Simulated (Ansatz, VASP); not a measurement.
# ZnO: VASP beside Ansatz

The input POSCAR:

```
ZnO
1.0
    3.5003086662      0.0000000000      0.0000000000
   -1.7501543331      3.0313562261      0.0000000000
    0.0000000000      0.0000000000      4.4844988960
Zn O
2 2
Direct
    0.3333333333      0.6666666667      0.0000000000
    0.6666666667      0.3333333333      0.5000000000
    0.3333333333      0.6666666667      0.3821000000
    0.6666666667      0.3333333333      0.8821000000
```

INCAR.step1

```
  PREC = Accurate
  ENCUT = 520
  ISMEAR = 0
  SIGMA = 0.05
  LREAL = False
  LASPH = True
  NELM = 60
  NBANDS = 26
  GGA = PE
  ALGO = Normal
  EDIFF = 1E-4
  LWAVE = True
  LCHARG = False
```

The input INCAR.step2:

```
  PREC = Accurate
  ENCUT = 520
  EDIFF = 1E-6
  ISMEAR = 0
  SIGMA = 0.05
  LREAL = False
  LASPH = True
  NELM = 60
  ALGO = Normal
  ISIF = 2
  LWAVE = False
  LCHARG = False
  METAGGA = R2SCAN
  LMIXTAU = True
  NBANDS = 26
  ISTART = 1
```

The input KPOINTS:

```
regular mesh
0
Gamma
  12 12 6
```

Input for Ansatz:

```yaml
crystal:
  lattice:
    - [3.5003086662, 0.0, 0.0]
    - [-1.7501543331, 3.0313562261, 0.0]
    - [0.0, 0.0, 4.484498896]
  atoms:
    - { symbol: Zn, position: [0.3333333333, 0.6666666667, 0.0] }
    - { symbol: Zn, position: [0.6666666667, 0.3333333333, 0.5] }
    - { symbol: O, position: [0.3333333333, 0.6666666667, 0.3821] }
    - { symbol: O, position: [0.6666666667, 0.3333333333, 0.8821] }
basis:
  ecutwfc: 500
kpoints:
  mp_grid: { grid: [12, 12, 6] }
hamiltonian:
  xc: r2scan
scf:
  occupations: { method: gaussian, width: 0.05 }
output:
  forces: true
  stress: true
  eigenvalues: true
```

Alike in both runs: task single point; functional r2SCAN; k mesh 12 × 12 × 6; occupations gaussian, width 0.05 eV; no spin polarisation.

|  | VASP | Ansatz |
| --- | --- | --- |
| version | VASP 6.6.1 | Ansatz 0.2.0 |
| potentials or method | VASP PAW PBE potentials, release 64 (Zn, O), cutoff 520 eV | scalar-relativistic, plane waves, PAW |
| valence electrons in the cell | 36 | 36 |

|  | VASP | Ansatz | Ansatz less VASP |
| --- | --- | --- | --- |
| gap on the k mesh at the Fermi level (eV) | 1.25 | 1.27 | +0.019 |
| least direct gap on the mesh (eV) | 1.25 | 1.27 | +0.019 |
| pressure (GPa) | 12.2 | 10.7 | -1.55 |
| traceless stress, the component that is largest in VASP (GPa) | 44.77 | 42.81 | -1.956 |
| rms of the force components (eV/Å) | 2.616 | 2.475 | -0.1415 |

VASP's potentials were made for PBE, not for r2SCAN. Atom by atom the forces differ by 0.142 eV/Å (rms over components).
